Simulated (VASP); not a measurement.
# Sc3Ru (Pm-3m) in VASP: a series of runs

Runs on Sc3Ru. Level: PBE. Tasks: single point, relaxation of cell and atoms.

All numbers are computed with VASP 6.6.1; they aren't measurements. Logs are shortened: lines on timing, memory, paths and dates and some standing lists are left out, and cuts for length are marked.

### 1 The cell of the first run

Symmetry: Pm-3m, No. 221, cubic system. The conventional cell has a = 4.107 Å, b = 4.107 Å, c = 4.107 Å, α = 90.00°, β = 90.00°, γ = 90.00°. Within 3.8 Å of Sc (site symmetry 4/mmm) lie 8 Sc at 2.90 Å and 4 Ru at 2.90 Å. Within 3.8 Å of Ru (site symmetry m-3m) lie 12 Sc at 2.90 Å.

### 2 Single point, PBE

Input file INCAR:

```
ALGO = Normal
EDIFF = 1E-6
ENCUT = 520
GGA = PE
ISIF = 2
ISMEAR = 0
LASPH = T
LCHARG = F
LREAL = F
LWAVE = F
NBANDS = 32
NELM = 60
PREC = Accurate
SIGMA = 0.1
```

Input file KPOINTS:

```
k-points
0
Gamma
  4 4 4
```

Input file POSCAR:

```
Sc3Ru
1.0
    4.1071972818      0.0000000000      0.0000000000
    0.0000000000      4.1071972818      0.0000000000
    0.0000000000      0.0000000000      4.1071972818
Sc Ru
3 1
Direct
    0.0000000000      0.5000000000      0.5000000000
    0.5000000000      0.0000000000      0.5000000000
    0.5000000000      0.5000000000      0.0000000000
    0.0000000000      0.0000000000      0.0000000000
```

Potentials or basis: VASP PAW PBE potentials, release 64 (Sc_sv, Ru_pv).

Launch:

```bash
$ cat potpaw_PBE.64/Sc_sv/POTCAR potpaw_PBE.64/Ru_pv/POTCAR > POTCAR
$ mpirun -np 1 vasp_std > vasp.out
```

OUTCAR:

```text
EDIFF = 1E-6
   ENCUT = 520
   GGA = PE
   ISIF = 2
   ISMEAR = 0
   LASPH = T
   LREAL = F
   NELM = 60
   PREC = Accurate

 ion  position               nearest neighbor table
   1  0.000  0.500  0.500-   2 2.90   3 2.90   4 2.90   3 2.90   4 2.90   2 2.90   4 2.90   4 2.90
                             2 2.90   3 2.90   3 2.90   2 2.90
   2  0.500  0.000  0.500-   1 2.90   3 2.90   4 2.90   3 2.90   4 2.90   1 2.90   3 2.90   3 2.90
                             1 2.90   4 2.90   4 2.90   1 2.90
   3  0.500  0.500  0.000-   1 2.90   2 2.90   4 2.90   1 2.90   2 2.90   2 2.90   4 2.90   2 2.90
                             1 2.90   4 2.90   1 2.90   4 2.90
   4  0.000  0.000  0.000-   1 2.90   2 2.90   3 2.90   1 2.90   2 2.90   1 2.90   3 2.90   1 2.90
                             2 2.90   3 2.90   2 2.90   3 2.90

  LATTYP: Found a simple cubic cell.
 ALAT       =     4.1071972818

  Lattice vectors:

 A1 = (   4.1071972818,   0.0000000000,   0.0000000000)
 A2 = (   0.0000000000,   4.1071972818,   0.0000000000)
 A3 = (   0.0000000000,   0.0000000000,   4.1071972818)

Analysis of symmetry for initial positions (statically):
=====================================================================
 Subroutine PRICEL returns:
 Original cell was already a primitive cell.

 Routine SETGRP: Setting up the symmetry group for a
 simple cubic supercell.

 Subroutine GETGRP returns: Found 48 space group operations
 (whereof 48 operations were pure point group operations)
 out of a pool of 48 trial point group operations.

The static configuration has the point symmetry O_h .

Analysis of symmetry for dynamics (positions and initial velocities):
=====================================================================
 Subroutine PRICEL returns:
 Original cell was already a primitive cell.

 Routine SETGRP: Setting up the symmetry group for a
 simple cubic supercell.

 Subroutine GETGRP returns: Found 48 space group operations
 (whereof 48 operations were pure point group operations)
 out of a pool of 48 trial point group operations.

The dynamic configuration has the point symmetry O_h .

 Subroutine INISYM returns: Found 48 space group operations
 (whereof 48 operations are pure point group operations),
 and found     1 'primitive' translations

----------------------------------------------------------------------------------------

                                     Primitive cell
[... 79 lines left out ...]
   NELM   =     60;   NELMIN=  2; NELMDL= -5     # of ELM steps
   EDIFF  = 0.1E-05   stopping-criterion for ELM
   LREAL  =      F    real-space projection
   EDIFFG = 0.1E-04   stopping-criterion for IOM
   NSW    =      0    number of steps for IOM
   IBRION =     -1    ionic relax: 0-MD 1-quasi-New 2-CG
   NFREE  =      0    steps in history (QN), initial steepest desc. (CG)
   ISIF   =      2    stress and relaxation
   ISYM   =      2    0-nonsym 1-usesym 2-fastsym
   POTIM  = 0.5000    time-step for ionic-motion
   TEBEG  =    0.0;   TEEND  =   0.0 temperature during run
   PSTRESS=    0.0 pullay stress
   NELECT =      47.0000    total number of electrons
   NUPDOWN=      -1.0000    fix difference up-down
   EMIN   =  10.00;   EMAX   =-10.00  energy-range for DOS
   EFERMI =   0.00;   METHOD = LEGACY
   ISMEAR =     0;   SIGMA  =   0.10  broadening in eV -4-tet -1-fermi 0-gaus
   EFERMI_NEDOS =   21; number of points for ismear=-14 and -15
   IALGO  =     38    algorithm
   IMIX   =      4    mixing-type and parameters
     AMIX     =   0.40;   BMIX     =  1.00
     AMIX_MAG =   1.60;   BMIX_MAG =  1.00
  volume/ion in A,a.u.               =      17.32       116.89
  Fermi-wavevector in a.u.,A,eV,Ry     =   1.438451  2.718279 28.152395  2.069143
  Thomas-Fermi vector in A             =   2.557417
   LORBIT       =      0    0 simple, 1 ext, 2 COOP (PROOUT), +10 PAW based schemes
   GGA     = PE    functional components
   LHFCALC =     F    Hartree Fock is set to
   AEXX    =    0.0000 exact exchange contribution
   IVDW    =     0    specifies the selected vdW correction
   LEPSILON=     F    determine dielectric tensor
   LRPA    =     F    only Hartree local field effects (RPA)
 non-spin polarized calculation
 Gauss-broadening in eV      SIGMA  =   0.10
  energy-cutoff  :      520.00
  volume of cell :       69.28
 maximum number of plane-waves:      1888
 NGX is ok and might be reduce to    32
   NGX = 15   NGY = 15   NGZ = 15

 number of electron      46.9999999 magnetization

 Free energy of the ion-electron system (eV)
  ---------------------------------------------------
  ext. energy  EPLUGINS =         0.00000000
  ---------------------------------------------------
  free energy    TOTEN  =       -27.96741242 eV

  energy without entropy =      -27.92687316  energy(sigma->0) =      -27.94714279

 E-fermi :   6.9519     XC(G=0): -11.6898

 val. band max:        6.9464616287   @ k =   0.2500   0.2500   0.0000
 cond. band min:       6.9596273179   @ k =   0.5000   0.2500   0.0000
 fundamental gap:      0.0131656892
 Fermi energy:         6.9519160297

 k-point     1 :       0.0000    0.0000    0.0000
  band No.  band energies     occupation
      1     -42.1505      2.00000
      2     -41.9090      2.00000
      3     -41.9090      2.00000
      4     -35.0041      2.00000
      5     -35.0041      2.00000
      6     -35.0041      2.00000
[... 339 lines left out ...]
     31       8.5156      0.00000
     32      11.0022      0.00000

------------------------ aborting loop because EDIFF is reached ----------------------------------------

  FORCE on cell =-STRESS in cart. coord.  units (eV):
  Direction    XX          YY          ZZ          XY          YZ          ZX
  --------------------------------------------------------------------------------------
  -------------------------------------------------------------------------------------
  Total        6.5801104      6.5801104      6.5801104      0.0000000      0.0000000     -0.0000000
  in kB      152.1623016    152.1623016    152.1623016      0.0000000      0.0000000     -0.0000000
  external PRESSURE =     152.1623016 kB  Pullay stress =       0.0000000 kB

 VOLUME and BASIS-vectors are now :
 -----------------------------------------------------------------------------
  energy-cutoff  :      520.00
  volume of cell :       69.28
      direct lattice vectors                 reciprocal lattice vectors
     4.107197282  0.000000000  0.000000000     0.243475035  0.000000000  0.000000000
     0.000000000  4.107197282  0.000000000     0.000000000  0.243475035  0.000000000
     0.000000000  0.000000000  4.107197282     0.000000000  0.000000000  0.243475035

 POSITION                                       TOTAL-FORCE (eV/Angst)
 -----------------------------------------------------------------------------------
      0.00000      2.05360      2.05360         0.000000      0.000000      0.000000
      2.05360      0.00000      2.05360         0.000000      0.000000      0.000000
      2.05360      2.05360      0.00000         0.000000      0.000000      0.000000
      0.00000      0.00000      0.00000         0.000000      0.000000      0.000000
 -----------------------------------------------------------------------------------
    total drift:                                0.000000     -0.000000     -0.000000

  FREE ENERGIE OF THE ION-ELECTRON SYSTEM (eV)
  ---------------------------------------------------
  free  energy   TOTEN  =       -27.9674124217 eV

  energy  without entropy=      -27.9268731584  energy(sigma->0) =      -27.94714279
```

OSZICAR:

```text
N       E                     dE             d eps       ncg     rms          rms(c)
DAV:   1     0.863700950787E+03    0.86370E+03   -0.21634E+04   640   0.164E+03
DAV:   2     0.403062933811E+02   -0.82339E+03   -0.80590E+03   776   0.687E+02
DAV:   3    -0.273472074835E+02   -0.67654E+02   -0.61874E+02  1024   0.242E+02
DAV:   4    -0.304454099129E+02   -0.30982E+01   -0.29715E+01  1040   0.501E+01
DAV:   5    -0.305193745574E+02   -0.73965E-01   -0.73691E-01  1016   0.933E+00    0.146E+01
DAV:   6    -0.289550771939E+02    0.15643E+01   -0.98810E+00   936   0.250E+01    0.106E+01
DAV:   7    -0.284279396628E+02    0.52714E+00   -0.82086E+00   936   0.139E+01    0.505E+00
DAV:   8    -0.279824454812E+02    0.44549E+00   -0.13550E+00   952   0.915E+00    0.124E+00
DAV:   9    -0.279705113585E+02    0.11934E-01   -0.11582E-01  1072   0.193E+00    0.488E-01
DAV:  10    -0.279673862966E+02    0.31251E-02   -0.19059E-02   992   0.108E+00    0.169E-01
DAV:  11    -0.279674615521E+02   -0.75255E-04   -0.10771E-03  1120   0.276E-01    0.565E-02
DAV:  12    -0.279674131798E+02    0.48372E-04   -0.11797E-04  1096   0.848E-02    0.587E-03
DAV:  13    -0.279674124217E+02    0.75817E-06   -0.52713E-06   840   0.213E-02
   1 F= -.27967412E+02 E0= -.27947143E+02  d E =-.405393E-01
```

It took 41 s on 1 thread of Oxide Virtual Turin-like, shared host; peak memory 0.14 GiB.

What came out:

| Quantity | Value |
| --- | --- |
| Free energy | -27.9674 eV |
| Pressure | 15.2 GPa |
| Band gap on the k mesh | zero (an odd number of electrons rules out a gap without spin polarisation) |

Caveat: the k points lie up to 0.38 Å⁻¹ apart, too coarse for converged energies and pressures of a metal.

### 3 Single point, PBE

This run uses another cell than the first one, of 19.83 Å³/atom.

Input file INCAR:

```
ALGO = Normal
EDIFF = 1E-6
ENCUT = 520
GGA = PE
ISIF = 2
ISMEAR = 0
LASPH = True
LCHARG = False
LREAL = False
LWAVE = False
NBANDS = 32
NELM = 60
PREC = Accurate
SIGMA = 0.1
```

KPOINTS is that of step 2.

Input file POSCAR:

```
Sc3Ru
1.0
    4.2966104806      0.0000000000      0.0000000000
    0.0000000000      4.2966104806      0.0000000000
    0.0000000000      0.0000000000      4.2966104806
Sc Ru
3 1
Direct
    0.0000000000      0.5000000000      0.5000000000
    0.5000000000      0.0000000000      0.5000000000
    0.5000000000      0.5000000000      0.0000000000
    0.0000000000      0.0000000000      0.0000000000
```

Potentials or basis: VASP PAW PBE potentials, release 64 (Sc_sv, Ru_pv).

Launch:

```bash
$ cat potpaw_PBE.64/Sc_sv/POTCAR potpaw_PBE.64/Ru_pv/POTCAR > POTCAR
$ mpirun -np 1 vasp_std > vasp.out
```

OUTCAR:

```text
EDIFF = 1E-6
   ENCUT = 520
   GGA = PE
   ISIF = 2
   ISMEAR = 0
   LASPH = True
   LREAL = False
   NELM = 60
   PREC = Accurate

 ion  position               nearest neighbor table
   1  0.000  0.500  0.500-   2 3.04   3 3.04   4 3.04   3 3.04   4 3.04   2 3.04   4 3.04   4 3.04
                             2 3.04   3 3.04   3 3.04   2 3.04
   2  0.500  0.000  0.500-   1 3.04   3 3.04   4 3.04   3 3.04   4 3.04   1 3.04   3 3.04   3 3.04
                             1 3.04   4 3.04   4 3.04   1 3.04
   3  0.500  0.500  0.000-   1 3.04   2 3.04   4 3.04   1 3.04   2 3.04   2 3.04   4 3.04   2 3.04
                             1 3.04   4 3.04   1 3.04   4 3.04
   4  0.000  0.000  0.000-   1 3.04   2 3.04   3 3.04   1 3.04   2 3.04   1 3.04   3 3.04   1 3.04
                             2 3.04   3 3.04   2 3.04   3 3.04

  LATTYP: Found a simple cubic cell.
 ALAT       =     4.2966104806

  Lattice vectors:

 A1 = (   4.2966104806,   0.0000000000,   0.0000000000)
 A2 = (   0.0000000000,   4.2966104806,   0.0000000000)
 A3 = (   0.0000000000,   0.0000000000,   4.2966104806)

Analysis of symmetry for initial positions (statically):
[... 161 lines left out ...]
  energy without entropy =      -28.35545028  energy(sigma->0) =      -28.37773165

 E-fermi :   5.8214     XC(G=0): -11.0415

 val. band max:        5.7585138249   @ k =   0.5000   0.0000   0.0000
 cond. band min:       5.8287907529   @ k =   0.2500   0.2500   0.0000
 fundamental gap:      0.0702769280
 Fermi energy:         5.8213509176

 k-point     1 :       0.0000    0.0000    0.0000
  band No.  band energies     occupation
      1     -43.6236      2.00000
      2     -43.4822      2.00000
      3     -43.4822      2.00000
      4     -36.1028      2.00000
      5     -36.1028      2.00000
      6     -36.1028      2.00000
[... 339 lines left out ...]
     31       7.2321      0.00000
     32       9.2539      0.00000

------------------------ aborting loop because EDIFF is reached ----------------------------------------

  FORCE on cell =-STRESS in cart. coord.  units (eV):
  Direction    XX          YY          ZZ          XY          YZ          ZX
  --------------------------------------------------------------------------------------
  -------------------------------------------------------------------------------------
  Total       -0.0181323     -0.0181323     -0.0181323     -0.0000000     -0.0000000      0.0000000
  in kB       -0.3662557     -0.3662557     -0.3662557     -0.0000000     -0.0000000      0.0000000
  external PRESSURE =      -0.3662557 kB  Pullay stress =       0.0000000 kB

 VOLUME and BASIS-vectors are now :
 -----------------------------------------------------------------------------
  energy-cutoff  :      520.00
  volume of cell :       79.32
      direct lattice vectors                 reciprocal lattice vectors
     4.296610481  0.000000000  0.000000000     0.232741601  0.000000000  0.000000000
     0.000000000  4.296610481  0.000000000     0.000000000  0.232741601  0.000000000
     0.000000000  0.000000000  4.296610481     0.000000000  0.000000000  0.232741601

 POSITION                                       TOTAL-FORCE (eV/Angst)
 -----------------------------------------------------------------------------------
      0.00000      2.14831      2.14831         0.000000      0.000000      0.000000
      2.14831      0.00000      2.14831         0.000000      0.000000      0.000000
      2.14831      2.14831      0.00000         0.000000      0.000000      0.000000
      0.00000      0.00000      0.00000         0.000000      0.000000      0.000000
 -----------------------------------------------------------------------------------
    total drift:                                0.000000     -0.000000     -0.000000

  FREE ENERGIE OF THE ION-ELECTRON SYSTEM (eV)
  ---------------------------------------------------
  free  energy   TOTEN  =       -28.4000130322 eV

  energy  without entropy=      -28.3554502751  energy(sigma->0) =      -28.37773165
```

OSZICAR:

```text
N       E                     dE             d eps       ncg     rms          rms(c)
DAV:   1     0.864399469942E+03    0.86440E+03   -0.21634E+04   640   0.159E+03
DAV:   2     0.371786941355E+02   -0.82722E+03   -0.81132E+03   776   0.675E+02
DAV:   3    -0.285873020100E+02   -0.65766E+02   -0.60979E+02  1088   0.230E+02
DAV:   4    -0.314600113277E+02   -0.28727E+01   -0.27802E+01  1048   0.457E+01
DAV:   5    -0.315253168961E+02   -0.65306E-01   -0.64785E-01  1064   0.885E+00    0.120E+01
DAV:   6    -0.306234690933E+02    0.90185E+00   -0.15384E+01   952   0.283E+01    0.150E+01
DAV:   7    -0.289248604001E+02    0.16986E+01   -0.18890E+01   968   0.165E+01    0.491E+00
DAV:   8    -0.284186354981E+02    0.50622E+00   -0.16535E+00   952   0.981E+00    0.134E+00
DAV:   9    -0.284014665765E+02    0.17169E-01   -0.11803E-01  1072   0.194E+00    0.471E-01
DAV:  10    -0.283999683083E+02    0.14983E-02   -0.96544E-03  1040   0.818E-01    0.120E-01
DAV:  11    -0.284000153464E+02   -0.47038E-04   -0.38558E-04  1080   0.163E-01    0.455E-02
DAV:  12    -0.284000139798E+02    0.13666E-05   -0.18903E-05   984   0.363E-02    0.537E-03
DAV:  13    -0.284000130322E+02    0.94761E-06   -0.10798E-06   624   0.102E-02
   1 F= -.28400013E+02 E0= -.28377732E+02  d E =-.445628E-01
```

It took 39 s on 1 thread of Oxide Virtual Turin-like, shared host; peak memory 0.14 GiB.

Results:

| Item | Value |
| --- | --- |
| Free energy | -28.4000 eV |
| Pressure | 0.0 GPa |
| Band gap on the k mesh | zero (an odd number of electrons rules out a gap without spin polarisation) |

Levels at points of the mesh, in eV from the Fermi level:
```tsv
k point	band 20	band 21	band 22	band 23	band 24	band 25	band 26	band 27
(0.00, 0.00, 0.00)	-2.24	-2.24	-2.24	0.66	0.66	0.66	1.97	1.97
(0.50, 0.00, 0.00)	-1.55	-1.55	-1.21	-0.62	-0.06	0.02	0.02	1.69
(0.50, 0.50, 0.00)	-1.53	-1.53	-1.35	-0.63	-0.53	0.07	0.13	0.50
(0.50, 0.50, 0.50)	-0.93	-0.93	0.33	0.33	0.33	0.59	0.65	0.65
```

Caveat: the k points lie up to 0.37 Å⁻¹ apart, too coarse for converged energies and pressures of a metal.

### 4 Relaxation of cell and atoms, PBE

Input file INCAR:

```
SYSTEM = Sc3Ru
  PREC = Accurate
  ENCUT = 600
  EDIFF = 1E-6
  ISMEAR = 0
  SIGMA = 0.1
  LREAL = .FALSE.
  LASPH = .TRUE.
  NELM = 60
  ALGO = Normal
  ISIF = 3
  LWAVE = .FALSE.
  LCHARG = .FALSE.
  GGA = PE
  IBRION = 2
  NSW = 90
  EDIFFG = -0.04
```

Input file KPOINTS:

```
Automatic mesh
0
G
  4 4 4
  0 0 0
```

Input file POSCAR:

```
Sc3Ru
1.0
    4.1071972818      0.0000000000      0.0000000000
    0.0000000000      4.1071972818      0.0000000000
    0.0000000000      0.0000000000      4.1071972818
Sc Ru
3 1
Direct
    0.0000000000      0.5000000000      0.5000000000
    0.5000000000      0.0000000000      0.5000000000
    0.5000000000      0.5000000000      0.0000000000
    0.0000000000      0.0000000000      0.0000000000
```

Launch:

```bash
$ cat potpaw_PBE.64/Sc_sv/POTCAR potpaw_PBE.64/Ru_pv/POTCAR > POTCAR
$ mpirun -np 1 vasp_std > vasp.out
```

Wall time 4.3 min (1 thread of Oxide Virtual Turin-like, shared host); peak memory 0.18 GiB.

The run converged. Its results:

| Quantity | Value |
| --- | --- |
| Free energy | -28.3967 eV |
| Relaxed volume | 19.84 Å³/atom |
| Relaxed cell | a = 4.297 Å, b = 4.297 Å, c = 4.297 Å, α = 90.00°, β = 90.00°, γ = 90.00° |
| Space group after relaxing (to 0.1 Å) | Pm-3m (No. 221) |
| Energy gained by relaxing | 107.1 meV/atom |
| Ionic steps | 3 |
| Pressure after relaxing | -0.1 GPa |
| Band gap on the k mesh | zero (an odd number of electrons rules out a gap without spin polarisation) |

Step by step:
```csv
step,energy change (eV),largest force (eV/Å),pressure (GPa),volume (Å³)
1,0.0000,0.0000,15.26,69.28
2,-0.2436,0.0000,-6.94,87.17
3,-0.4284,0.0000,-0.06,79.35
```

Final structure:
```
CELL_PARAMETERS angstrom
4.29711 0.00000 0.00000
0.00000 4.29711 0.00000
0.00000 0.00000 4.29711
ATOMIC_POSITIONS crystal
Sc 0.00000 0.50000 0.50000
Sc 0.50000 0.00000 0.50000
Sc 0.50000 0.50000 0.00000
Ru 0.00000 0.00000 0.00000
```

Levels at points of the mesh, in eV from the Fermi level:
```
           k point  band 19  band 20  band 21  band 22  band 23  band 24  band 25  band 26  band 27  band 28
(0.00, 0.00, 0.00)    -2.45    -2.24    -2.24    -2.24     0.66     0.66     0.66     1.97     1.97     2.65
(0.50, 0.00, 0.00)    -1.76    -1.55    -1.55    -1.21    -0.62    -0.06     0.02     0.02     1.69     1.69
(0.50, 0.50, 0.00)    -1.82    -1.53    -1.53    -1.35    -0.63    -0.53     0.07     0.13     0.50     0.50
(0.50, 0.50, 0.50)    -2.67    -0.93    -0.93     0.33     0.33     0.33     0.59     0.65     0.65     0.65
```

Caveat: the k points lie up to 0.37 Å⁻¹ apart in the final cell, too coarse for converged energies and pressures of a metal.

[end of part 1 of 2]

The gap in the log of VASP goes by the Fermi energy; the results here count the filled bands.